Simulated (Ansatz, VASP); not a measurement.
Two plane-wave programs on Ga

```
Ga
1.0
     2.77842    0.00000    0.00000
     0.00000    3.28161    0.00000
    -1.34343    0.00000    3.99027
Ga
2
Direct
  0.13460 0.75000 0.77017
  0.86540 0.25000 0.22983
```

Alike in both runs: task relaxation of cell and atoms; functional BLYP; k mesh 10 × 8 × 7; occupations fermi-dirac, width 0.05 eV; no spin polarisation.

|  | VASP | Ansatz |
| --- | --- | --- |
| version | VASP 6.6.1 | Ansatz 0.2.0 |
| potentials or method | VASP PAW PBE potentials, release 64 (Ga_d) | Ansatz PAW |
| plane-wave cutoff (eV) | 600 | 420 |
| valence electrons in the cell | 26 | 26 |

VASP gave:

* gap on the k mesh at the Fermi level, each at its own relaxed structure (eV): none
* relaxed volume (Å³/atom): 21.68
* relaxed length of the cell vector where the two differ most in proportion (Å): 2.984

**Question.** Estimate Ansatz's values.

**Answer.** gap on the k mesh at the Fermi level, each at its own relaxed structure (eV): none; relaxed volume (Å³/atom): 21.69; relaxed length of the cell vector where the two differ most in proportion (Å): 2.983.

VASP's potentials were made for PBE, not for BLYP. A gap of «none» marks a metal or a gap that the smearing closes.

Noted on VASP's run: the volume moved by over 15 % at a fixed basis, so the end points are rough. Noted on Ansatz's run: the volume moved by over 15 % at a fixed basis, so the end points are rough; the plane-wave basis is chosen anew once the cell has moved, so the energies of steps on either side of that aren't comparable.
